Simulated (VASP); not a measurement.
# Bi (Im-3m) in VASP: notebook, part 2 of 2

VASP 6.6.1. Earlier steps stand in the parts before.

### Step 5. Single point, LDA

This run uses another cell than the first one, of 29.25 Å³/atom, 0.940 times its volume.

The input, INCAR:

```
PREC = Accurate
ENCUT = 520
EDIFF = 1E-6
ISMEAR = -1
SIGMA = 0.05
LREAL = False
LASPH = True
NELM = 60
ALGO = Normal
ISIF = 2
LWAVE = False
LCHARG = True
GGA = CA
LELF = True
LVHAR = True
NBANDS = 14
```

The input, KPOINTS:

```
Automatic mesh
0
Gamma
  9 9 9
```

The input, POSCAR:

```
Bi
1.0
   -1.9409818243      1.9409818243      1.9409818243
    1.9409818243     -1.9409818243      1.9409818243
    1.9409818243      1.9409818243     -1.9409818243
Bi
1
Direct
    0.0000000000      0.0000000000      0.0000000000
```

Potentials or basis: VASP PAW LDA potentials, release 64 (Bi_d).

Command:

```console
cat potpaw_LDA.64/Bi_d/POTCAR > POTCAR
mpirun -np 1 vasp_std > vasp.out
```

OUTCAR:

```text
PREC = Accurate
   ENCUT = 520
   EDIFF = 1E-6
   ISMEAR = -1
   LREAL = False
   LASPH = True
   NELM = 60
   ISIF = 2
   GGA = CA

 ion  position               nearest neighbor table
   1  0.000  0.000  0.000-

  LATTYP: Found a body centered cubic cell.
 ALAT       =     3.8819636486

  Lattice vectors:

 A1 = (  -1.9409818243,   1.9409818243,   1.9409818243)
 A2 = (   1.9409818243,  -1.9409818243,   1.9409818243)
 A3 = (   1.9409818243,   1.9409818243,  -1.9409818243)

Analysis of symmetry for initial positions (statically):
=====================================================================
 Subroutine PRICEL returns:
 Original cell was already a primitive cell.

 Routine SETGRP: Setting up the symmetry group for a
 body centered cubic supercell.

 Subroutine GETGRP returns: Found 48 space group operations
[... 9 lines left out ...]

 Routine SETGRP: Setting up the symmetry group for a
 body centered cubic supercell.

 Subroutine GETGRP returns: Found 48 space group operations
[... 11 lines left out ...]
                                     Primitive cell

  volume of cell :      29.2499

  direct lattice vectors                    reciprocal lattice vectors
    -1.940981824  1.940981824  1.940981824     0.000000000  0.257601588  0.257601588
     1.940981824 -1.940981824  1.940981824     0.257601588  0.000000000  0.257601588
     1.940981824  1.940981824 -1.940981824     0.257601588  0.257601588  0.000000000

  length of vectors
     3.361879136  3.361879136  3.361879136     0.364303659  0.364303659  0.364303659

  position of ions in fractional coordinates (direct lattice)
     0.000000000  0.000000000  0.000000000

  ion indices of the primitive-cell ions
   primitive index   ion index
                 1           1

----------------------------------------------------------------------------------------

 KPOINTS: Automatic mesh

Automatic generation of k-mesh.
 Grid dimensions read from file:
 generate k-points for:    9    9    9

 Generating k-lattice:

  Cartesian coordinates                     Fractional coordinates (reciprocal lattice)
     0.000000000  0.028622399  0.028622399     0.111111111  0.000000000  0.000000000
     0.028622399  0.000000000  0.028622399     0.000000000  0.111111111  0.000000000
     0.028622399  0.028622399  0.000000000     0.000000000  0.000000000  0.111111111

  Length of vectors
     0.040478184  0.040478184  0.040478184

  Shift w.r.t. Gamma in fractional coordinates (k-lattice)
     0.000000000  0.000000000  0.000000000

 Subroutine IBZKPT returns following result:
 ===========================================

 Found     35 irreducible k-points:

 Following reciprocal coordinates:
            Coordinates               Weight
  0.000000  0.000000  0.000000      1.000000
  0.111111  0.000000  0.000000     12.000000
  0.222222  0.000000  0.000000     12.000000
  0.333333  0.000000  0.000000     12.000000
  0.444444  0.000000  0.000000     12.000000
  0.111111  0.111111  0.000000     24.000000
[... 16 lines left out ...]
 -0.333333  0.444444  0.111111     48.000000
 -0.444444 -0.444444  0.111111     24.000000
 [... further k-points ...]
   k-points           NKPTS =     35   k-points in BZ     NKDIM =     35   number of bands    NBANDS=     14
   number of dos      NEDOS =    301   number of ions     NIONS =      1
   total plane-waves  NPLWV =  21952
   dimension x,y,z NGX =    28 NGY =   28 NGZ =   28
   dimension x,y,z NGXF=    56 NGYF=   56 NGZF=   56
   ions per type =               1
   NGX,Y,Z   is equivalent  to a cutoff of  13.85, 13.85, 13.85 a.u.
   NGXF,Y,Z  is equivalent  to a cutoff of  27.69, 27.69, 27.69 a.u.
 SYSTEM =  unknown system
   PREC   = accura    normal or accurate (medium, high low for compatibility)
   ISTART =      0    job   : 0-new  1-cont  2-samecut
   ICHARG =      2    charge: 1-file 2-atom 10-const
   ISPIN  =      1    spin polarized calculation?
   LNONCOLLINEAR =      F non collinear calculations
   LSORBIT =      F    spin-orbit coupling
   LASPH  =      T    aspherical Exc in radial PAW
   ENCUT  =  520.0 eV  38.22 Ry    6.18 a.u.   6.25  6.25  6.25*2*pi/ulx,y,z
   NELM   =     60;   NELMIN=  2; NELMDL= -5     # of ELM steps
   EDIFF  = 0.1E-05   stopping-criterion for ELM
   LREAL  =      F    real-space projection
   EDIFFG = 0.1E-04   stopping-criterion for IOM
   NSW    =      0    number of steps for IOM
   IBRION =     -1    ionic relax: 0-MD 1-quasi-New 2-CG
[... 8 lines left out ...]
   EMIN   =  10.00;   EMAX   =-10.00  energy-range for DOS
   EFERMI =   0.00;   METHOD = LEGACY
   ISMEAR =    -1;   SIGMA  =   0.05  broadening in eV -4-tet -1-fermi 0-gaus
   EFERMI_NEDOS =   21; number of points for ismear=-14 and -15
   IALGO  =     38    algorithm
   IMIX   =      4    mixing-type and parameters
     AMIX     =   0.40;   BMIX     =  1.00
     AMIX_MAG =   1.60;   BMIX_MAG =  1.00
  volume/ion in A,a.u.               =      29.25       197.39
  Fermi-wavevector in a.u.,A,eV,Ry     =   1.310380  2.476258 23.362491  1.717095
  Thomas-Fermi vector in A             =   2.440914
   LORBIT       =      0    0 simple, 1 ext, 2 COOP (PROOUT), +10 PAW based schemes
   GGA     = CA    functional components
   LHFCALC =     F    Hartree Fock is set to
   AEXX    =    0.0000 exact exchange contribution
   IVDW    =     0    specifies the selected vdW correction
   LEPSILON=     F    determine dielectric tensor
   LRPA    =     F    only Hartree local field effects (RPA)
 non-spin polarized calculation
  energy-cutoff  :      520.00
  volume of cell :       29.25
 maximum number of plane-waves:       794
 NGX is ok and might be reduce to    28
   NGX = 13   NGY = 13   NGZ = 13

 number of electron      15.0000005 magnetization

 Free energy of the ion-electron system (eV)
  ---------------------------------------------------
  ext. energy  EPLUGINS =         0.00000000
  ---------------------------------------------------
  free energy    TOTEN  =        -4.48115568 eV

  energy without entropy =       -4.47638246  energy(sigma->0) =       -4.47876907

 E-fermi :   8.5778     XC(G=0): -10.8268

 val. band max:        8.5562894482   @ k =   0.2222   0.0000   0.0000
 cond. band min:       8.6039888210   @ k =  -0.2222   0.2222   0.1111
 fundamental gap:      0.0476993728
 Fermi energy:         8.5778226244

 k-point     1 :       0.0000    0.0000    0.0000
  band No.  band energies     occupation
      1     -14.5488      2.00000
      2     -14.5488      2.00000
      3     -14.5488      2.00000
      4     -14.3887      2.00000
      5     -14.3887      2.00000
      6      -5.5039      2.00000
      7      13.9826      0.00000
      8      13.9826      0.00000
      9      13.9826      0.00000
     10      18.5373      0.00000
     11      19.0031      0.00000
     12      19.0031      0.00000
     13      19.0031      0.00000
     14      20.6006      0.00000

 k-point     2 :       0.1111    0.0000    0.0000
  band No.  band energies     occupation
      1     -14.5547      2.00000
      2     -14.5393      2.00000
      3     -14.5190      2.00000
      4     -14.3954      2.00000
      5     -14.3898      2.00000
      6      -5.2619      2.00000
      7      11.8817      0.00000
      8      13.2793      0.00000
      9      13.7452      0.00000
     10      17.4968      0.00000
     11      18.2028      0.00000
     12      18.7837      0.00000
     13      19.9215      0.00000
     14      21.5784      0.00000

 k-point     3 :       0.2222    0.0000    0.0000
  band No.  band energies     occupation
      1     -14.5696      2.00000
      2     -14.5210      2.00000
      3     -14.4425      2.00000
      4     -14.4080      2.00000
      5     -14.3924      2.00000
      6      -4.5491      2.00000
      7       8.5563      1.21206
      8      11.9591      0.00000
      9      13.1393      0.00000
     10      16.0868      0.00000
     11      17.2639      0.00000
     12      19.0248      0.00000
     13      20.8837      0.00000
     14      23.6724      0.00000
[... 324 lines left out ...]
 k-point    23 :      -0.3333    0.4444    0.1111
  band No.  band energies     occupation
      1     -14.5343      2.00000
      2     -14.4912      2.00000
      3     -14.4320      2.00000
      4     -14.4098      2.00000
      5     -14.3275      2.00000
      6      -2.2933      2.00000
      7       4.8147      2.00000
      8       7.9377      1.99999
      9      11.3696      0.00000
     10      15.9370      0.00000
     11      16.9657      0.00000
     12      20.1817      0.00000
     13      20.4376      0.00000
     14      24.2270      0.00000

 k-point    24 :      -0.4444   -0.4444    0.1111
  band No.  band energies     occupation
      1     -14.5376      2.00000
      2     -14.4959      2.00000
      3     -14.4399      2.00000
      4     -14.3959      2.00000
      5     -14.3036      2.00000
      6      -1.6410      2.00000
      7       3.7868      2.00000
      8       7.5500      2.00000
      9      11.2845      0.00000
     10      16.1306      0.00000
     11      17.6085      0.00000
     12      18.6064      0.00000
     13      20.2275      0.00000
     14      26.6037      0.00000

 [... further k-points ...]
[... 5 lines left out ...]
  --------------------------------------------------------------------------------------
  -------------------------------------------------------------------------------------
  Total        0.0549511      0.0549511      0.0549511      0.0000000     -0.0000000      0.0000000
  in kB        3.0099745      3.0099745      3.0099745      0.0000000     -0.0000000      0.0000000
  external PRESSURE =       3.0099745 kB  Pullay stress =       0.0000000 kB

 VOLUME and BASIS-vectors are now :
 -----------------------------------------------------------------------------
  energy-cutoff  :      520.00
  volume of cell :       29.25
      direct lattice vectors                 reciprocal lattice vectors
    -1.940981824  1.940981824  1.940981824     0.000000000  0.257601588  0.257601588
     1.940981824 -1.940981824  1.940981824     0.257601588  0.000000000  0.257601588
     1.940981824  1.940981824 -1.940981824     0.257601588  0.257601588  0.000000000

 POSITION                                       TOTAL-FORCE (eV/Angst)
 -----------------------------------------------------------------------------------
      0.00000      0.00000      0.00000        -0.000000      0.000000      0.000000
 -----------------------------------------------------------------------------------
    total drift:                               -0.000000     -0.000000     -0.000000

  FREE ENERGIE OF THE ION-ELECTRON SYSTEM (eV)
  ---------------------------------------------------
  free  energy   TOTEN  =        -4.4811556845 eV

  energy  without entropy=       -4.4763824642  energy(sigma->0) =       -4.47876907
```

stdout:

```text
POSCAR found type information on POSCAR Bi
 POSCAR found :  1 types and       1 ions
 scaLAPACK will be used
 LDA part: xc-table for (Slater(with rela. corr.)+CA(PZ))
 , standard interpolation
 POSCAR, INCAR and KPOINTS ok, starting setup
 FFT: planning ... GRIDC
 FFT: planning ... GRID_SOFT
 FFT: planning ... GRID
 WAVECAR not read
 entering main loop
```

Wall time 6.1 s (1 thread of Intel Xeon Platinum 8481C at 2.70GHz (Sapphire Rapids), shared host); peak memory 0.14 GiB.

What came out:

```yaml
Free_energy: -4.4812 eV
Pressure: 0.3 GPa
```

Caveat: spin-orbit coupling is left out, which moves the levels of the heavy elements.

### Step 6. The runs side by side

```csv
level,potentials or basis,cell,gap on the mesh (eV),pressure (GPa)
PBE,"VASP PAW PBE potentials, release 64 (Bi_d)","a = 3.432 Å, angles 109.5°, 1 atom",none,0.8
PBE,"VASP PAW PBE potentials, release 64 (Bi_d)","a = 3.477 Å, angles 109.5°, 1 atom",none,-1.2
PBE,"VASP PAW PBE potentials, release 64 (Bi_d)","a = 3.499 Å, angles 109.5°, 1 atom",none,-2.1
LDA,"VASP PAW LDA potentials, release 64 (Bi_d)","a = 3.362 Å, angles 109.5°, 1 atom",none,0.3
```

Alike in all rows: task single point; no spin polarisation; k mesh 9 × 9 × 9; cutoff (eV) 520; smearing fermi-dirac 0.05 eV.

Caveats: spin-orbit coupling is left out, which moves the levels of the heavy elements.

Absolute energies hang on the potentials; compare differences alone.
